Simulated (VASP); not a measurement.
# Zn (P6_3/mmc) in VASP: a series of runs, part 2 of 2

VASP 6.6.1.

## (3) Single point, PBE

This run uses another cell than the first one, of 15.36 Å³/atom.

The input, INCAR:

```
SYSTEM = Zn
  PREC = Accurate
  ENCUT = 520
  EDIFF = 1E-6
  ISMEAR = -1
  SIGMA = 0.15
  LREAL = .False.
  LASPH = .True.
  NELM = 80
  ALGO = Normal
  ISIF = 2
  LWAVE = .False.
  LCHARG = .True.
  GGA = PE
  LELF = .True.
  LVHAR = .True.
  NBANDS = 19
```

The input, KPOINTS:

```
Automatic mesh
0
Gamma
  15 15 8
  0 0 0
```

The input, POSCAR:

```
Zn
1.0
    2.6329134982      0.0000000000      0.0000000000
   -1.3164567491      2.2801699754      0.0000000000
    0.0000000000      0.0000000000      5.1178815398
Zn
2
Direct
    0.3333333333      0.6666666667      0.2500000000
    0.6666666667      0.3333333333      0.7500000000
```

Potentials or basis: VASP PAW PBE potentials, release 64 (Zn).

Launch:

```
> cat potpaw_PBE.64/Zn/POTCAR > POTCAR
> mpirun -np 1 vasp_std > vasp.out
```

OUTCAR:

```text
SYSTEM = Zn
   PREC = Accurate
   ENCUT = 520
   EDIFF = 1E-6
   ISMEAR = -1
   LREAL = .False.
   LASPH = .True.
   NELM = 80
   ISIF = 2
   GGA = PE

 ion  position               nearest neighbor table
   1  0.333  0.667  0.250-   2 2.98   2 2.98   2 2.98   2 2.98   2 2.98   2 2.98
   2  0.667  0.333  0.750-   1 2.98   1 2.98   1 2.98   1 2.98   1 2.98   1 2.98

  LATTYP: Found a hexagonal cell.
 ALAT       =     2.6329134982
 C/A-ratio  =     1.9438092225

  Lattice vectors:

 A1 = (   2.6329134982,   0.0000000000,   0.0000000000)
 A2 = (  -1.3164567491,   2.2801699754,   0.0000000000)
 A3 = (   0.0000000000,   0.0000000000,   5.1178815398)

Analysis of symmetry for initial positions (statically):
=====================================================================
 Subroutine PRICEL returns:
 Original cell was already a primitive cell.

 Routine SETGRP: Setting up the symmetry group for a
 hexagonal supercell.

 Subroutine GETGRP returns: Found 24 space group operations
 (whereof 12 operations were pure point group operations)
 out of a pool of 24 trial point group operations.

The static configuration has the point symmetry D_3d.
 The point group associated with its full space group is D_6h.

Analysis of symmetry for dynamics (positions and initial velocities):
=====================================================================
 Subroutine PRICEL returns:
 Original cell was already a primitive cell.

 Routine SETGRP: Setting up the symmetry group for a
 hexagonal supercell.

 Subroutine GETGRP returns: Found 24 space group operations
 (whereof 12 operations were pure point group operations)
 out of a pool of 24 trial point group operations.

The dynamic configuration has the point symmetry D_3d.
 The point group associated with its full space group is D_6h.

 Subroutine INISYM returns: Found 24 space group operations
 (whereof 12 operations are pure point group operations),
 and found     1 'primitive' translations

----------------------------------------------------------------------------------------

                                     Primitive cell

  volume of cell :      30.7252

  direct lattice vectors                    reciprocal lattice vectors
     2.632913498  0.000000000  0.000000000     0.379807389  0.219281898  0.000000000
    -1.316456749  2.280169975  0.000000000     0.000000000  0.438563796  0.000000000
     0.000000000  0.000000000  5.117881540     0.000000000  0.000000000  0.195393346

  length of vectors
     2.632913498  2.632913498  5.117881540     0.438563796  0.438563796  0.195393346

  position of ions in fractional coordinates (direct lattice)
     0.333333333  0.666666667  0.250000000
     0.666666667  0.333333333  0.750000000

  ion indices of the primitive-cell ions
   primitive index   ion index
                 1           1
                 2           2

----------------------------------------------------------------------------------------

 KPOINTS: Automatic mesh

Automatic generation of k-mesh.
 Grid dimensions read from file:
 generate k-points for:   15   15    8

 Generating k-lattice:

  Cartesian coordinates                     Fractional coordinates (reciprocal lattice)
     0.025320493  0.014618793  0.000000000     0.066666667 -0.000000000  0.000000000
     0.000000000  0.029237586  0.000000000     0.000000000  0.066666667  0.000000000
     0.000000000  0.000000000  0.024424168     0.000000000  0.000000000  0.125000000

  Length of vectors
     0.029237586  0.029237586  0.024424168

  Shift w.r.t. Gamma in fractional coordinates (k-lattice)
     0.000000000  0.000000000  0.000000000

 Subroutine IBZKPT returns following result:
 ===========================================

 Found    135 irreducible k-points:

 Following reciprocal coordinates:
            Coordinates               Weight
  0.000000  0.000000  0.000000      1.000000
  0.066667  0.000000  0.000000      6.000000
  0.133333  0.000000  0.000000      6.000000
  0.200000  0.000000  0.000000      6.000000
  0.266667  0.000000  0.000000      6.000000
  0.333333 -0.000000  0.000000      6.000000
[... 16 lines left out ...]
  0.333333  0.200000  0.000000     12.000000
  0.400000  0.200000  0.000000      6.000000
 [... further k-points ...]
   k-points           NKPTS =    135   k-points in BZ     NKDIM =    135   number of bands    NBANDS=     19
   number of dos      NEDOS =    301   number of ions     NIONS =      2
   total plane-waves  NPLWV =  16000
   dimension x,y,z NGX =    20 NGY =   20 NGZ =   40
   dimension x,y,z NGXF=    40 NGYF=   40 NGZF=   80
   ions per type =               2
   NGX,Y,Z   is equivalent  to a cutoff of  12.63, 12.63, 12.99 a.u.
   NGXF,Y,Z  is equivalent  to a cutoff of  25.26, 25.26, 25.99 a.u.
 SYSTEM =  Zn
   PREC   = accura    normal or accurate (medium, high low for compatibility)
   ISTART =      0    job   : 0-new  1-cont  2-samecut
   ICHARG =      2    charge: 1-file 2-atom 10-const
   ISPIN  =      1    spin polarized calculation?
   LNONCOLLINEAR =      F non collinear calculations
   LSORBIT =      F    spin-orbit coupling
   LASPH  =      T    aspherical Exc in radial PAW
   ENCUT  =  520.0 eV  38.22 Ry    6.18 a.u.   4.90  4.90  9.52*2*pi/ulx,y,z
   NELM   =     80;   NELMIN=  2; NELMDL= -5     # of ELM steps
   EDIFF  = 0.1E-05   stopping-criterion for ELM
   LREAL  =      F    real-space projection
   EDIFFG = 0.1E-04   stopping-criterion for IOM
   NSW    =      0    number of steps for IOM
   IBRION =     -1    ionic relax: 0-MD 1-quasi-New 2-CG
   NFREE  =      0    steps in history (QN), initial steepest desc. (CG)
   ISIF   =      2    stress and relaxation
   ISYM   =      2    0-nonsym 1-usesym 2-fastsym
   POTIM  = 0.5000    time-step for ionic-motion
   TEBEG  =    0.0;   TEEND  =   0.0 temperature during run
   PSTRESS=    0.0 pullay stress
   NELECT =      24.0000    total number of electrons
   NUPDOWN=      -1.0000    fix difference up-down
   EMIN   =  10.00;   EMAX   =-10.00  energy-range for DOS
   EFERMI =   0.00;   METHOD = LEGACY
   ISMEAR =    -1;   SIGMA  =   0.15  broadening in eV -4-tet -1-fermi 0-gaus
   EFERMI_NEDOS =   21; number of points for ismear=-14 and -15
   IALGO  =     38    algorithm
   IMIX   =      4    mixing-type and parameters
     AMIX     =   0.40;   BMIX     =  1.00
     AMIX_MAG =   1.60;   BMIX_MAG =  1.00
  volume/ion in A,a.u.               =      15.36       103.67
  Fermi-wavevector in a.u.,A,eV,Ry     =   1.507696  2.849133 30.928062  2.273148
  Thomas-Fermi vector in A             =   2.618248
   LORBIT       =      0    0 simple, 1 ext, 2 COOP (PROOUT), +10 PAW based schemes
   GGA     = PE    functional components
   LHFCALC =     F    Hartree Fock is set to
   AEXX    =    0.0000 exact exchange contribution
   IVDW    =     0    specifies the selected vdW correction
   LEPSILON=     F    determine dielectric tensor
   LRPA    =     F    only Hartree local field effects (RPA)
 non-spin polarized calculation
  energy-cutoff  :      520.00
  volume of cell :       30.73
 maximum number of plane-waves:       852
 NGX is ok and might be reduce to    20
   NGX =  9   NGY =  9   NGZ = 19

 number of electron      23.9999996 magnetization

 Free energy of the ion-electron system (eV)
  ---------------------------------------------------
  ext. energy  EPLUGINS =         0.00000000
  ---------------------------------------------------
  free energy    TOTEN  =        -2.23491325 eV

  energy without entropy =       -2.20721785  energy(sigma->0) =       -2.22106555

 E-fermi :   3.0120     XC(G=0): -11.4870

 val. band max:        2.9008967797   @ k =   0.2667   0.2667   0.2500
 cond. band min:       3.1267353597   @ k =   0.0667   0.0667   0.2500
 fundamental gap:      0.2258385800
 Fermi energy:         3.0119943633

 k-point     1 :       0.0000    0.0000    0.0000
  band No.  band energies     occupation
      1      -7.3021      2.00000
      2      -5.6394      2.00000
      3      -4.9269      2.00000
      4      -4.6525      2.00000
      5      -4.6525      2.00000
      6      -4.6137      2.00000
[... 11 lines left out ...]
     18      22.7911      0.00000
     19      22.8321      0.00000
[... 485 lines left out ...]
 k-point    24 :       0.4000    0.2000    0.0000
  band No.  band energies     occupation
      1      -5.1052      2.00000
      2      -5.0246      2.00000
      3      -4.9945      2.00000
      4      -4.6615      2.00000
      5      -4.5790      2.00000
      6      -4.4701      2.00000
[... 11 lines left out ...]
     18      12.8193      0.00000
     19      14.4827      0.00000

 [... further k-points ...]

------------------------ aborting loop because EDIFF is reached ----------------------------------------

  FORCE on cell =-STRESS in cart. coord.  units (eV):
  Direction    XX          YY          ZZ          XY          YZ          ZX
  --------------------------------------------------------------------------------------
  -------------------------------------------------------------------------------------
  Total        0.0871738      0.0871738      0.0227986      0.0000000      0.0000000      0.0000000
  in kB        4.5457199      4.5457199      1.1888447      0.0000000      0.0000000      0.0000000
  external PRESSURE =       3.4267615 kB  Pullay stress =       0.0000000 kB

 VOLUME and BASIS-vectors are now :
 -----------------------------------------------------------------------------
  energy-cutoff  :      520.00
  volume of cell :       30.73
      direct lattice vectors                 reciprocal lattice vectors
     2.632913498  0.000000000  0.000000000     0.379807389  0.219281898  0.000000000
    -1.316456749  2.280169975  0.000000000     0.000000000  0.438563796  0.000000000
     0.000000000  0.000000000  5.117881540     0.000000000  0.000000000  0.195393346

 POSITION                                       TOTAL-FORCE (eV/Angst)
 -----------------------------------------------------------------------------------
     -0.00000      1.52011      1.27947         0.000000      0.000000      0.000000
      1.31646      0.76006      3.83841        -0.000000     -0.000000     -0.000000
 -----------------------------------------------------------------------------------
    total drift:                               -0.000000      0.000000      0.000000

  FREE ENERGIE OF THE ION-ELECTRON SYSTEM (eV)
  ---------------------------------------------------
  free  energy   TOTEN  =        -2.2349132532 eV

  energy  without entropy=       -2.2072178464  energy(sigma->0) =       -2.22106555
```

Run time: 54 s. Hardware: 1 thread of Intel Xeon Platinum 8259CL at 2.50GHz (Skylake/Cascade Lake), shared host; peak memory 0.19 GiB.

What came out:

```
Free energy            : -2.2349 eV
Pressure               : 0.3 GPa
Band gap on the k mesh : zero (bands 12 and 13 overlap by 5.10 eV)
```

Levels at points of the mesh, in eV from the Fermi level:
| k point | band 8 | band 9 | band 10 | band 11 | band 12 | band 13 | band 14 | band 15 | band 16 | band 17 |
| --- | --- | --- | --- | --- | --- | --- | --- | --- | --- | --- |
| (0.00, 0.00, 0.00) | -7.24 | -7.24 | -7.07 | -7.07 | -3.74 | -3.53 | 12.07 | 15.91 | 18.28 | 18.28 |
| (0.00, 0.00, 0.50) | -7.60 | -7.15 | -7.15 | -7.15 | -7.15 | 3.75 | 3.75 | 19.46 | 19.46 | 19.46 |

## (4) Relaxation of cell and atoms, PBE

This run uses another cell than the first one, of 14.42 Å³/atom.

The input, INCAR:

```
PREC     = Accurate       # precision mode
ENCUT    = 600            # plane-wave cutoff, eV
EDIFF    = 1E-7           # SCF threshold, eV
ISMEAR   = 0              # smearing method
SIGMA    = 0.1            # smearing width, eV
LREAL    = False          # projectors in reciprocal space
LASPH    = True           # aspherical terms in the spheres
NELM     = 80             # most SCF steps
ALGO     = Normal         # electronic algorithm
ISIF     = 3              # what is computed and relaxed
LWAVE    = False          # write WAVECAR
LCHARG   = False          # write CHGCAR
GGA      = PE             # functional
IBRION   = 2              # ionic algorithm
NSW      = 100            # ionic steps
EDIFFG   = -0.002         # ionic threshold
```

The input, KPOINTS:

```
regular mesh
0
Gamma
  15 15 8
```

The input, POSCAR:

```
Zn
1.0
    2.6143598000      0.0000000000      0.0000000000
   -1.3071799000      2.2641020000      0.0000000000
    0.0000000000      0.0000000000      4.8731610200
Zn
2
Direct
    0.3333333300      0.6666666700      0.2500000000
    0.6666666700      0.3333333300      0.7500000000
```

Launch:

```
> cat potpaw_PBE.64/Zn/POTCAR > POTCAR
> mpirun -np 1 vasp_std > vasp.out
```

Wall time 4.9 min (1 thread of Intel Xeon Platinum 8259CL at 2.50GHz (Skylake/Cascade Lake), shared host); peak memory 0.21 GiB.

It converged, with:

```
Free energy                           : -2.2227 eV
Relaxed volume                        : 15.35 Å³/atom
Relaxed cell                          : a = 2.639 Å, b = 2.639 Å, c = 5.089 Å, α = 90.00°, β = 90.00°, γ = 120.00°
Space group after relaxing (to 0.1 Å) : P6_3/mmc (No. 194)
Energy gained by relaxing             : 14.2 meV/atom
Ionic steps                           : 9
Pressure after relaxing               : 0.0 GPa
Band gap on the k mesh                : zero (bands 12 and 13 overlap by 5.06 eV)
```

Step by step:
```
step  energy change (eV)  largest force (eV/Å)  pressure (GPa)  volume (Å³)
   1              0.0000                0.0000            4.53        28.85
   2             -0.0244                0.0000           -0.26        30.58
   3             -0.0244                0.0000           -0.31        30.60
   4             -0.0277                0.0000           -0.13        30.64
   5             -0.0283                0.0000            0.02        30.66
   6             -0.0283                0.0000            0.07        30.66
   7             -0.0283                0.0000            0.05        30.66
   8             -0.0283                0.0000            0.02        30.69
   9             -0.0283                0.0000            0.01        30.70
```

Final structure:
```xyz
2
Lattice="2.6393 0.0000 0.0000 -1.3196 2.2857 0.0000 0.0000 0.0000 5.0886" Properties=species:S:1:pos:R:3 pbc="T T T"
Zn    0.0000    1.5238    1.2722
Zn    1.3196    0.7619    3.8165
```

Levels at points of the mesh, in eV from the Fermi level:
```csv
k point,band 10,band 11,band 12,band 13,band 14,band 15
"(0.00, 0.00, 0.00)",-7.02,-7.02,-3.66,-3.38,12.39,16.20
"(0.00, 0.00, 0.50)",-7.09,-7.09,-7.09,3.95,3.95,19.37
```

## (5) The runs side by side

```csv
task,cell,cutoff (eV),smearing,gap on the mesh (eV),pressure (GPa)
single point,"a = 2.635, b = 2.635, c = 5.093 Å, angles 90.0, 90.0, 120.0°, 2 atoms",520,gaussian 0.1 eV,none,0.3
single point,"a = 2.633, b = 2.633, c = 5.118 Å, angles 90.0, 90.0, 120.0°, 2 atoms",520,fermi-dirac 0.15 eV,none,0.3
relaxation of cell and atoms,"relaxed from a = 2.614, b = 2.614, c = 4.873 Å, angles 90.0, 90.0, 120.0°, 2 atoms",600,gaussian 0.1 eV,none,0.0
```

Alike in all rows: level PBE; potentials or basis VASP PAW PBE potentials, release 64 (Zn); no spin polarisation; k mesh 15 × 15 × 8.

Total energies depend on the potentials used, so only differences within one code and one set of settings carry meaning.

The gap in the log of VASP goes by the Fermi energy; the results here count the filled bands.